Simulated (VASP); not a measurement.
A run of VASP 6.6.1 is set up as follows.

Contents of POSCAR:

```
SnO
1.0
    3.3550050000      0.0000000000      0.0000000000
    0.0000000000      5.6741040000      0.0000000000
    0.0000000000      0.0000000000      4.2219700000
Sn O
2 2
Direct
    0.5000000000      0.7680910000      0.0131440000
    0.0000000000      0.2319090000      0.5131440000
    0.5000000000      0.1087500000      0.2368570000
    0.0000000000      0.8912500000      0.7368570000
```

INCAR.step1

```
PREC = Accurate ; ENCUT = 520
ISMEAR = -1 ; SIGMA = 0.05
LREAL = F ; LASPH = T
NELM = 60 ; NBANDS = 28
GGA = PE ; ALGO = Normal
EDIFF = 1E-4 ; LWAVE = T
LCHARG = F
```

The input INCAR.step2:

```
PREC = Accurate ; ENCUT = 520
EDIFF = 1E-7 ; ISMEAR = -1
SIGMA = 0.05 ; LREAL = F
LASPH = T ; NELM = 60
ALGO = Normal ; ISIF = 2
LWAVE = F ; LCHARG = F
METAGGA = R2SCAN ; LMIXTAU = T
NBANDS = 28 ; ISTART = 1
```

The input KPOINTS:

```
regular mesh
0
Gamma
  8 5 6
```

Potentials or basis: VASP PAW PBE potentials, release 64 (Sn_d, O).

Launch:

```bash
$ cat potpaw_PBE.64/Sn_d/POTCAR potpaw_PBE.64/O/POTCAR > POTCAR
$ cp INCAR.step1 INCAR
$ mpirun -np 1 vasp_std > vasp.out
$ cp INCAR.step2 INCAR
$ mpirun -np 1 vasp_std > vasp.out
```

(1) Estimate the pressure.

(2) Estimate the band gap on the k mesh.

(3) Estimate the largest force.

Results:

(1) -2.6 GPa.

(2) 1.79 eV (least direct gap 2.38 eV).

(3) 0.510 eV/Å.

Caveat: the PAW data sets were made with another functional, which shifts forces and pressure a little; spin-orbit coupling is left out, which moves the levels of the heavy elements.
